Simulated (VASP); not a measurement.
# Ni3Ge (Pm-3m) in VASP: a series of runs

Runs on Ni3Ge. Level: LDA. Tasks: single point.

All numbers are computed with VASP 6.6.1; they aren't measurements. Logs are shortened: lines on timing, memory, paths and dates and some standing lists are left out, and cuts for length are marked.

## (1) The cell of the first run

Symmetry: Pm-3m, No. 221, cubic system. The conventional cell has a = 3.343 Å, b = 3.343 Å, c = 3.343 Å, α = 90.00°, β = 90.00°, γ = 90.00°. Within 3.1 Å of Ni (site symmetry 4/mmm) lie 8 Ni at 2.36 Å and 4 Ge at 2.36 Å. Within 3.1 Å of Ge (site symmetry m-3m) lie 12 Ni at 2.36 Å.

## (2) Single point, LDA, collinear spin, ferromagnetic start (9.34 Å³/atom)

INCAR reads:

```
SYSTEM = Ni3Ge
PREC = Accurate
ENCUT = 520
EDIFF = 1E-7
ISMEAR = 0
SIGMA = 0.15
LREAL = .FALSE.
LASPH = .TRUE.
NELM = 150
ALGO = Fast
ISIF = 2
LWAVE = .FALSE.
LCHARG = .FALSE.
ISPIN = 2
MAGMOM = 0.625 0.625 0.625 0
LORBIT = 11
NUPDOWN = 1.875
LMAXMIX = 4
GGA = CA
NBANDS = 34
```

KPOINTS reads:

```
Automatic mesh
0
G
  12 12 12
  0 0 0
```

POSCAR reads:

```
Ni3Ge
1.0
    3.3431134987      0.0000000000      0.0000000000
    0.0000000000      3.3431134987      0.0000000000
    0.0000000000      0.0000000000      3.3431134987
Ni Ge
3 1
Direct
    0.5000000000      0.0000000000      0.5000000000
    0.0000000000      0.5000000000      0.5000000000
    0.5000000000      0.5000000000      0.0000000000
    0.0000000000      0.0000000000      0.0000000000
```

Potentials or basis: VASP PAW LDA potentials, release 64 (Ni, Ge_d).

Command:

```console
$ cat potpaw_LDA.64/Ni/POTCAR potpaw_LDA.64/Ge_d/POTCAR > POTCAR
$ mpirun -np 1 vasp_std > vasp.out
```

OUTCAR:

```text
SYSTEM = Ni3Ge
   PREC = Accurate
   ENCUT = 520
   EDIFF = 1E-7
   ISMEAR = 0
   LREAL = .FALSE.
   LASPH = .TRUE.
   NELM = 150
   ISIF = 2
   ISPIN = 2
   LORBIT = 11
   NUPDOWN = 1.875
   GGA = CA

 ion  position               nearest neighbor table
   1  0.500  0.000  0.500-   2 2.36   3 2.36   4 2.36   3 2.36   4 2.36   2 2.36   3 2.36   3 2.36
                             2 2.36   4 2.36   4 2.36   2 2.36
   2  0.000  0.500  0.500-   1 2.36   3 2.36   4 2.36   3 2.36   4 2.36   1 2.36   4 2.36   4 2.36
                             1 2.36   3 2.36   3 2.36   1 2.36
   3  0.500  0.500  0.000-   1 2.36   2 2.36   4 2.36   1 2.36   2 2.36   1 2.36   4 2.36   1 2.36
                             2 2.36   4 2.36   2 2.36   4 2.36
   4  0.000  0.000  0.000-   1 2.36   2 2.36   3 2.36   1 2.36   2 2.36   2 2.36   3 2.36   2 2.36
                             1 2.36   3 2.36   1 2.36   3 2.36

  LATTYP: Found a simple cubic cell.
 ALAT       =     3.3431134987

  Lattice vectors:

 A1 = (   3.3431134987,   0.0000000000,   0.0000000000)
 A2 = (   0.0000000000,   3.3431134987,   0.0000000000)
 A3 = (   0.0000000000,   0.0000000000,   3.3431134987)

Analysis of symmetry for initial positions (statically):
=====================================================================
 Subroutine PRICEL returns:
 Original cell was already a primitive cell.

 Routine SETGRP: Setting up the symmetry group for a
 simple cubic supercell.

 Subroutine GETGRP returns: Found 48 space group operations
 (whereof 48 operations were pure point group operations)
 out of a pool of 48 trial point group operations.

The static configuration has the point symmetry O_h .

Analysis of symmetry for dynamics (positions and initial velocities):
=====================================================================
 Subroutine PRICEL returns:
 Original cell was already a primitive cell.

 Routine SETGRP: Setting up the symmetry group for a
 simple cubic supercell.

 Subroutine GETGRP returns: Found 48 space group operations
 (whereof 48 operations were pure point group operations)
 out of a pool of 48 trial point group operations.

The dynamic configuration has the point symmetry O_h .

Analysis of structural, dynamic, and magnetic symmetry:
=====================================================================
 Subroutine PRICEL returns:
 Original cell was already a primitive cell.

 Routine SETGRP: Setting up the symmetry group for a
 simple cubic supercell.

 Subroutine GETGRP returns: Found 48 space group operations
 (whereof 48 operations were pure point group operations)
 out of a pool of 48 trial point group operations.

The overall configuration has the point symmetry O_h .

 Subroutine INISYM returns: Found 48 space group operations
 (whereof 48 operations are pure point group operations),
 and found     1 'primitive' translations

----------------------------------------------------------------------------------------

                                     Primitive cell

  volume of cell :      37.3640

  direct lattice vectors                    reciprocal lattice vectors
     3.343113499  0.000000000  0.000000000     0.299122360  0.000000000  0.000000000
     0.000000000  3.343113499  0.000000000     0.000000000  0.299122360  0.000000000
     0.000000000  0.000000000  3.343113499     0.000000000  0.000000000  0.299122360

  length of vectors
     3.343113499  3.343113499  3.343113499     0.299122360  0.299122360  0.299122360

  position of ions in fractional coordinates (direct lattice)
     0.500000000  0.000000000  0.500000000
     0.000000000  0.500000000  0.500000000
     0.500000000  0.500000000  0.000000000
     0.000000000  0.000000000  0.000000000

  ion indices of the primitive-cell ions
   primitive index   ion index
                 1           1
                 2           2
                 3           3
                 4           4

----------------------------------------------------------------------------------------

 KPOINTS: Automatic mesh

Automatic generation of k-mesh.
 Grid dimensions read from file:
 generate k-points for:   12   12   12

 Generating k-lattice:

  Cartesian coordinates                     Fractional coordinates (reciprocal lattice)
     0.024926863  0.000000000  0.000000000     0.083333333  0.000000000  0.000000000
     0.000000000  0.024926863  0.000000000     0.000000000  0.083333333  0.000000000
     0.000000000  0.000000000  0.024926863     0.000000000  0.000000000  0.083333333

  Length of vectors
     0.024926863  0.024926863  0.024926863

  Shift w.r.t. Gamma in fractional coordinates (k-lattice)
     0.000000000  0.000000000  0.000000000

 Subroutine IBZKPT returns following result:
 ===========================================

 Found     84 irreducible k-points:

 Following reciprocal coordinates:
            Coordinates               Weight
  0.000000  0.000000  0.000000      1.000000
  0.083333  0.000000  0.000000      6.000000
  0.166667  0.000000  0.000000      6.000000
  0.250000  0.000000  0.000000      6.000000
  0.333333  0.000000  0.000000      6.000000
  0.416667  0.000000  0.000000      6.000000
[... 16 lines left out ...]
  0.333333  0.333333  0.000000     12.000000
  0.416667  0.333333  0.000000     24.000000
 [... further k-points ...]
   k-points           NKPTS =     84   k-points in BZ     NKDIM =     84   number of bands    NBANDS=     34
   number of dos      NEDOS =    301   number of ions     NIONS =      4
   total plane-waves  NPLWV =  21952
   dimension x,y,z NGX =    28 NGY =   28 NGZ =   28
   dimension x,y,z NGXF=    56 NGYF=   56 NGZF=   56
   ions per type =               3   1
   NGX,Y,Z   is equivalent  to a cutoff of  13.92, 13.92, 13.92 a.u.
   NGXF,Y,Z  is equivalent  to a cutoff of  27.85, 27.85, 27.85 a.u.
 SYSTEM =  Ni3Ge
   PREC   = accura    normal or accurate (medium, high low for compatibility)
   ISTART =      0    job   : 0-new  1-cont  2-samecut
   ICHARG =      2    charge: 1-file 2-atom 10-const
   ISPIN  =      2    spin polarized calculation?
   LNONCOLLINEAR =      F non collinear calculations
   LSORBIT =      F    spin-orbit coupling
   LASPH  =      T    aspherical Exc in radial PAW
   ENCUT  =  520.0 eV  38.22 Ry    6.18 a.u.   6.22  6.22  6.22*2*pi/ulx,y,z
   NELM   =    150;   NELMIN=  2; NELMDL= -5     # of ELM steps
   EDIFF  = 0.1E-06   stopping-criterion for ELM
   LREAL  =      F    real-space projection
   EDIFFG = 0.1E-05   stopping-criterion for IOM
   NSW    =      0    number of steps for IOM
   IBRION =     -1    ionic relax: 0-MD 1-quasi-New 2-CG
   NFREE  =      0    steps in history (QN), initial steepest desc. (CG)
   ISIF   =      2    stress and relaxation
   ISYM   =      2    0-nonsym 1-usesym 2-fastsym
   POTIM  = 0.5000    time-step for ionic-motion
   TEBEG  =    0.0;   TEEND  =   0.0 temperature during run
   PSTRESS=    0.0 pullay stress
   NELECT =      44.0000    total number of electrons
   NUPDOWN=       1.8750    fix difference up-down
   EMIN   =  10.00;   EMAX   =-10.00  energy-range for DOS
   EFERMI =   0.00;   METHOD = LEGACY
   ISMEAR =     0;   SIGMA  =   0.15  broadening in eV -4-tet -1-fermi 0-gaus
   EFERMI_NEDOS =   21; number of points for ismear=-14 and -15
   IALGO  =     68    algorithm
   IMIX   =      4    mixing-type and parameters
     AMIX     =   0.40;   BMIX     =  1.00
     AMIX_MAG =   1.60;   BMIX_MAG =  1.00
  volume/ion in A,a.u.               =       9.34        63.04
  Fermi-wavevector in a.u.,A,eV,Ry     =   1.728786  3.266932 40.663752  2.988701
  Thomas-Fermi vector in A             =   2.803655
   LORBIT       =     11    0 simple, 1 ext, 2 COOP (PROOUT), +10 PAW based schemes
   GGA     = CA    functional components
   LHFCALC =     F    Hartree Fock is set to
   AEXX    =    0.0000 exact exchange contribution
   IVDW    =     0    specifies the selected vdW correction
   LEPSILON=     F    determine dielectric tensor
   LRPA    =     F    only Hartree local field effects (RPA)
 spin polarized calculation
 RMM-DIIS sequential band-by-band and
 Gauss-broadening in eV      SIGMA  =   0.15
  energy-cutoff  :      520.00
  volume of cell :       37.36
 maximum number of plane-waves:      1024
 NGX is ok and might be reduce to    28
   NGX = 13   NGY = 13   NGZ = 13

 number of electron      44.0000028 magnetization       1.8750003

 Free energy of the ion-electron system (eV)
  ---------------------------------------------------
  ext. energy  EPLUGINS =         0.00000000
  ---------------------------------------------------
  free energy    TOTEN  =       -25.11631335 eV

  energy without entropy =      -25.09182773  energy(sigma->0) =      -25.10407054

 E-fermi :  12.3167     XC(G=0): -14.8363

 val. band max:       13.5666926686   @ k =   0.5000   0.2500   0.2500
 cond. band min:      12.3289555200   @ k =   0.5000   0.2500   0.0000
 fundamental gap:     -1.2377371486
 Fermi energy:        13.6225787420

 spin component 1

 k-point     1 :       0.0000    0.0000    0.0000
  band No.  band energies     occupation
      1     -12.0045      1.00000
      2     -12.0045      1.00000
      3     -11.9768      1.00000
      4     -11.9768      1.00000
      5     -11.9768      1.00000
      6      -1.2397      1.00000
[... 877 lines left out ...]
     33      27.8725      0.00000
     34      29.7870      0.00000

 [... further k-points ...]

 spin component 2

 k-point     1 :       0.0000    0.0000    0.0000
  band No.  band energies     occupation
      1     -11.9875      1.00000
      2     -11.9875      1.00000
      3     -11.9599      1.00000
      4     -11.9599      1.00000
      5     -11.9599      1.00000
      6      -1.1387      1.00000
[... 877 lines left out ...]
     33      28.0433      0.00000
     34      29.9473      0.00000

 [... further k-points ...]

------------------------ aborting loop because EDIFF is reached ----------------------------------------

  FORCE on cell =-STRESS in cart. coord.  units (eV):
  Direction    XX          YY          ZZ          XY          YZ          ZX
  --------------------------------------------------------------------------------------
  -------------------------------------------------------------------------------------
  Total       10.9708190     10.9708190     10.9708190     -0.0000000      0.0000000      0.0000000
  in kB      470.4313625    470.4313625    470.4313625     -0.0000000      0.0000000      0.0000000
  external PRESSURE =     470.4313625 kB  Pullay stress =       0.0000000 kB

 VOLUME and BASIS-vectors are now :
 -----------------------------------------------------------------------------
  energy-cutoff  :      520.00
  volume of cell :       37.36
      direct lattice vectors                 reciprocal lattice vectors
     3.343113499  0.000000000  0.000000000     0.299122360  0.000000000  0.000000000
     0.000000000  3.343113499  0.000000000     0.000000000  0.299122360  0.000000000
     0.000000000  0.000000000  3.343113499     0.000000000  0.000000000  0.299122360

 POSITION                                       TOTAL-FORCE (eV/Angst)
 -----------------------------------------------------------------------------------
      1.67156      0.00000      1.67156         0.000000      0.000000      0.000000
      0.00000      1.67156      1.67156         0.000000      0.000000      0.000000
      1.67156      1.67156      0.00000         0.000000      0.000000      0.000000
      0.00000      0.00000      0.00000         0.000000      0.000000      0.000000
 -----------------------------------------------------------------------------------
    total drift:                                0.000000      0.000000      0.000000

  FREE ENERGIE OF THE ION-ELECTRON SYSTEM (eV)
  ---------------------------------------------------
  free  energy   TOTEN  =       -25.1163133467 eV

  energy  without entropy=      -25.0918277344  energy(sigma->0) =      -25.10407054

 total charge

# of ion       s       p       d       tot
------------------------------------------
    1        0.560   0.745   8.525   9.830
    2        0.560   0.745   8.525   9.830
    3        0.560   0.745   8.525   9.830
    4        1.103   1.484  10.233  12.821
--------------------------------------------------
tot          2.782   3.720  35.807  42.309

 magnetization (x)

# of ion       s       p       d       tot
------------------------------------------
    1        0.004   0.020   0.563   0.587
    2        0.004   0.020   0.563   0.587
    3        0.004   0.020   0.563   0.587
    4        0.007   0.066  -0.001   0.072
--------------------------------------------------
tot          0.018   0.126   1.689   1.833
```

Wall time 2.1 min (1 thread of Intel Xeon 6975P-C (Granite Rapids), shared host); peak memory 0.25 GiB.

What came out:

| Property | Result |
| --- | --- |
| Free energy | -25.1163 eV |
| Pressure | 47.0 GPa |
| Net moment | 1.88 μB per cell |
| Site moments | Ni +0.59; Ge +0.07 μB |
| Valence electrons inside the program's atomic spheres | Ni 9.83; Ge 12.82 |

Caveat: the cell stands under pressure; the total moment is fixed, so each spin has its own Fermi level and the state may be an excited one.

## (3) Single point, LDA, collinear spin, ferromagnetic start (8.71 Å³/atom)

This run uses another cell than the first one, of 8.71 Å³/atom.

INCAR reads:

```
PREC     = Accurate       # precision mode
ENCUT    = 520            # plane-wave cutoff, eV
EDIFF    = 1E-6           # SCF threshold, eV
ISMEAR   = 0              # smearing method
SIGMA    = 0.15           # smearing width, eV
LREAL    = False          # projectors in reciprocal space
LASPH    = True           # aspherical terms in the spheres
NELM     = 150            # most SCF steps
ALGO     = Normal         # electronic algorithm
ISIF     = 2              # what is computed and relaxed
LWAVE    = False          # write WAVECAR
LCHARG   = False          # write CHGCAR
ISPIN    = 2              # spin polarisation
MAGMOM   = 0.75 0.75 0.75 0 # initial moments
LORBIT   = 11             # projections on sites
NUPDOWN  = 2.25           # fixed moment
LMAXMIX  = 4              # l up to which the mixer works
GGA      = CA             # functional
NBANDS   = 34             # bands
```

KPOINTS reads:

```
regular mesh
0
Gamma
  12 12 12
```

POSCAR reads:

```
Ni3Ge
1.0
    3.2654491275      0.0000000000      0.0000000000
    0.0000000000      3.2654491275      0.0000000000
    0.0000000000      0.0000000000      3.2654491275
Ni Ge
3 1
Direct
    0.5000000000      0.0000000000      0.5000000000
    0.0000000000      0.5000000000      0.5000000000
    0.5000000000      0.5000000000      0.0000000000
    0.0000000000      0.0000000000      0.0000000000
```

Potentials or basis: VASP PAW LDA potentials, release 64 (Ni, Ge_d).

Command:

```console
$ cat potpaw_LDA.64/Ni/POTCAR potpaw_LDA.64/Ge_d/POTCAR > POTCAR
$ mpirun -np 1 vasp_std > vasp.out
```

Wall time 2.7 min (1 thread of Oxide Virtual Turin-like, shared host); peak memory 0.21 GiB.

The run converged. Its results:

| Item | Value |
| --- | --- |
| Free energy | -23.7897 eV |
| Pressure | 85.2 GPa |
| Net moment | 2.25 μB per cell |
| Site moments | Ni +0.69; Ge +0.12 μB |
| Valence electrons inside the program's atomic spheres | Ni 10.03; Ge 13.00 |

Caveat: the cell stands under pressure; the total moment is fixed, so each spin has its own Fermi level and the state may be an excited one.

(Continued in part 2 of 2.)
